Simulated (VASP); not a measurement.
Write the native input for VASP 6.6.1 that does the following.

```
Task                   : single point
Functional             : LDA
Potentials or basis    : VASP PAW LDA potentials, release 64 (Mo_sv, Os)
Cutoff                 : 520 eV
k mesh                 : 18 × 18 × 10
Occupations            : methfessel-paxton, width 0.05 eV
Spin                   : no spin polarisation
Dipole correction      : no
Further INCAR settings : ALGO = Normal; EDIFF = 1e-06; NBANDS = 18
```

The structure of MoOs lies in POSCAR:

```
MoOs
1.0
    2.7380046526      0.0000000000      0.0000000000
   -1.3690023263      2.3711815848      0.0000000000
    0.0000000000      0.0000000000      4.4176798151
Mo Os
1 1
Direct
    0.6666666667      0.3333333333      0.5000000000
    0.3333333333      0.6666666667      0.0000000000
```

The input as run:

INCAR

```
  PREC = Accurate
  ENCUT = 520
  EDIFF = 1E-6
  ISMEAR = 1
  SIGMA = 0.05
  LREAL = F
  LASPH = T
  NELM = 80
  ALGO = Normal
  ISIF = 2
  LWAVE = F
  LCHARG = F
  GGA = CA
  NBANDS = 18
```

KPOINTS

```
Automatic mesh
0
Gamma
  18 18 10
```

Potentials or basis: VASP PAW LDA potentials, release 64 (Mo_sv, Os).

Command:

```sh
$ cat potpaw_LDA.64/Mo_sv/POTCAR potpaw_LDA.64/Os/POTCAR > POTCAR
$ mpirun -np 1 vasp_std > vasp.out
```

It gave:

```
Pressure               : 1.2 GPa
Band gap on the k mesh : zero (band 11 reaches 12.98 eV, above the bottom of band 12 at 9.63 eV)
```

Caveat: spin-orbit coupling is left out, which moves the levels of the heavy elements.

Wall time 80 s on 1 thread of Intel(R) Xeon(R) Platinum 8488C (Sapphire Rapids), with other jobs on the host, peak memory 0.22 GiB.
